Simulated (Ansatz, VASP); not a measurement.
# Mg in VASP and in Ansatz

The input INCAR:

```
SYSTEM = Mg
  AGGAC = 1.0
  AGGAX = 1.0
  ALDAC = 0.0
  ALDAX = 1.0
  ALGO = Fast
  EDIFF = 1E-7
  ENCUT = 520
  GGA = B5
  ISIF = 2
  ISMEAR = 1
  IVDW = 13
  LASPH = .True.
  LCHARG = .True.
  LELF = .True.
  LREAL = .False.
  LVHAR = .True.
  LWAVE = .False.
  NBANDS = 7
  NELM = 80
  PREC = Accurate
  SIGMA = 0.1
  VDW_A1 = 0.44488865
  VDW_A2 = 4.0933009
  VDW_S6 = 1.0
  VDW_S8 = 2.34076671
```

Contents of KPOINTS:

```
k-points
0
Gamma
  10 10 9
  0 0 0
```

The input POSCAR:

```
Mg
1.0
    3.0502998005      0.0000000000      0.0000000000
   -1.5251499003      2.6416371164      0.0000000000
    0.0000000000      0.0000000000      3.0448375700
Mg
1
Direct
    0.0000000000      0.0000000000      0.0000000000
```

The input input.yaml:

```yaml
crystal:
  lattice:
    - [3.0502998005, 0.0, 0.0]
    - [-1.5251499003, 2.6416371164, 0.0]
    - [0.0, 0.0, 3.04483757]
  atoms:
    - { symbol: Mg, position: [0.0, 0.0, 0.0] }
kpoints:
  mp_grid: { grid: [10, 10, 9] }
scf:
  occupations: { method: methfessel_paxton, width: 0.1 }
hamiltonian:
  xc: blyp
  dispersion: d4
  pseudopotentials: { kind: all_electron, lapw: { basis_error: 0.001 } }
output:
  forces: true
  stress: true
  eigenvalues: true
```

Alike in both runs: task single point; functional BLYP; dispersion D4; k mesh 10 × 10 × 9; occupations methfessel-paxton of order 1, width 0.1 eV; no spin polarisation.

|  | VASP | Ansatz |
| --- | --- | --- |
| version | VASP 6.6.1 | Ansatz 0.2.0 |
| potentials or method | VASP PAW PBE potentials, release 64 (Mg), cutoff 520 eV | all-electron LAPW, scalar-relativistic |

|  | VASP | Ansatz | Ansatz less VASP |
| --- | --- | --- | --- |
| gap on the k mesh at the Fermi level (eV) | none | none | - |
| pressure (GPa) | 0.4 | 0.4 | +0.04 |
| traceless stress, the component that is largest in VASP (GPa) | 0.12 | 0.11 | -0.008 |

VASP's potentials were made for PBE, not for BLYP. A gap of «none» marks a metal or a gap that the smearing closes. Ansatz ran all-electron here, and VASP with PAW potentials.
